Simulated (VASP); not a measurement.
Wanted: the native input for a VASP 6.6.1 run.

* Task: single point
* Functional: r2SCAN
* Potentials or basis: VASP PAW PBE potentials, release 64 (P, Li_sv)
* Cutoff: 520 eV
* k mesh: 13 × 13 × 13
* Occupations: fermi-dirac, width 0.05 eV
* Spin: no spin polarisation
* Dipole correction: no
* Further INCAR settings: ALGO = Normal; EDIFF = 1e-06; NBANDS = 12

The system is Li2P (CdCl2 type).

```
P Li
1.0
     2.07172   -1.19611    3.38088
     0.00000    2.39222    3.38088
    -2.07172   -1.19611    3.38088
P Li
1 2
Direct
  0.00000 0.00000 0.00000
  0.25004 0.25004 0.25004
  0.74996 0.74996 0.74996
```

The input as run:

POSCAR

```
Li2P
1.0
    2.0717193423     -1.1961077199      3.3808826924
    0.0000000000      2.3922154399      3.3808826924
   -2.0717193423     -1.1961077199      3.3808826924
P Li
1 2
Direct
    0.0000000000      0.0000000000      0.0000000000
    0.2500369796      0.2500369796      0.2500369796
    0.7499630204      0.7499630204      0.7499630204
```

INCAR.step1

```
SYSTEM = Li2P
PREC     = Accurate       ! precision mode
ENCUT    = 520            ! plane-wave cutoff, eV
ISMEAR   = -1             ! smearing method
SIGMA    = 0.05           ! smearing width, eV
LREAL    = .False.        ! projectors in reciprocal space
LASPH    = .True.         ! aspherical terms in the spheres
NELM     = 60             ! most SCF steps
NBANDS   = 12             ! bands
GGA      = PE             ! functional
ALGO     = Normal         ! electronic algorithm
EDIFF    = 1E-4           ! SCF threshold, eV
LWAVE    = .True.         ! write WAVECAR
LCHARG   = .False.        ! write CHGCAR
```

INCAR.step2

```
SYSTEM = Li2P
PREC     = Accurate       ! precision mode
ENCUT    = 520            ! plane-wave cutoff, eV
EDIFF    = 1E-6           ! SCF threshold, eV
ISMEAR   = -1             ! smearing method
SIGMA    = 0.05           ! smearing width, eV
LREAL    = .False.        ! projectors in reciprocal space
LASPH    = .True.         ! aspherical terms in the spheres
NELM     = 60             ! most SCF steps
ALGO     = Normal         ! electronic algorithm
ISIF     = 2              ! what is computed and relaxed
LWAVE    = .False.        ! write WAVECAR
LCHARG   = .False.        ! write CHGCAR
METAGGA  = R2SCAN         ! meta-GGA
LMIXTAU  = .True.       
NBANDS   = 12             ! bands
ISTART   = 1
```

KPOINTS

```
regular mesh
0
Gamma
  13 13 13
  0 0 0
```

Potentials or basis: VASP PAW PBE potentials, release 64 (P, Li_sv).

The run is started by

```console
$ cat potpaw_PBE.64/P/POTCAR potpaw_PBE.64/Li_sv/POTCAR > POTCAR
$ cp INCAR.step1 INCAR
$ mpirun -np 1 vasp_std > vasp.out
$ cp INCAR.step2 INCAR
$ mpirun -np 1 vasp_std > vasp.out
```

Results of the run:

| Quantity | Value |
| --- | --- |
| Band gap on the k mesh | zero (an odd number of electrons rules out a gap without spin polarisation) |

Run time: 16 min on 1 thread of Oxide Virtual Turin-like Processor, on a shared host, peak memory 0.23 GiB.
